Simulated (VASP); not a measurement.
Here is a VASP 6.6.1 calculation.

The input INCAR:

```
ALGO = Normal
DIPOL = 0.5 0.5 0.500
EDIFF = 1E-7
EDIFFG = -0.01
ENCUT = 450
GGA = PE
GGA_COMPAT = F
IBRION = 2
IDIPOL = 3
ISIF = 2
ISMEAR = 0
IVDW = 12
LASPH = T
LCHARG = F
LDIPOL = T
LREAL = F
LWAVE = F
NELM = 120
NELMDL = -8
NELMIN = 4
NSW = 60
PREC = Accurate
SIGMA = 0.02
```

KPOINTS

```
k-points
0
Gamma
  12 12 1
```

The input POSCAR:

```
SnS2
1.0
    3.5181121590      0.0000000000      0.0000000000
   -1.7590560795      3.0467745031      0.0000000000
    0.0000000000      0.0000000000     31.9125768144
S Sn
2 1
Direct
    0.3333333333      0.6666666667      0.4534911230
    0.6666666667      0.3333333333      0.5465088770
    0.0000000000      0.0000000000      0.5000000000
```

Potentials or basis: VASP PAW PBE potentials, release 64 (S, Sn_d).

Run with:

```bash
$ cat potpaw_PBE.64/S/POTCAR potpaw_PBE.64/Sn_d/POTCAR > POTCAR
$ mpirun -np 1 vasp_std > vasp.out
```

Problem. Predict the energy gained by relaxing.

Solution. 10.2 meV/atom.

Problem. Estimate the band gap on the k mesh.

Solution. 1.42 eV (least direct gap 1.84 eV).

Problem. Estimate the dispersion energy per atom.

Solution. -0.250 eV.

Final structure:
```xyz
3
Lattice="3.5181 0.0000 0.0000 -1.7591 3.0468 0.0000 0.0000 0.0000 31.9126" Properties=species:S:1:pos:R:3 pbc="T T T"
S     0.0000    2.0312   14.4228
S     1.7591    1.0156   17.4898
Sn    0.0000    0.0000   15.9563
```

Caveat: the cell differs from its parent crystal (biaxial strain -0.040); spin-orbit coupling is left out, which moves the levels of the heavy elements.
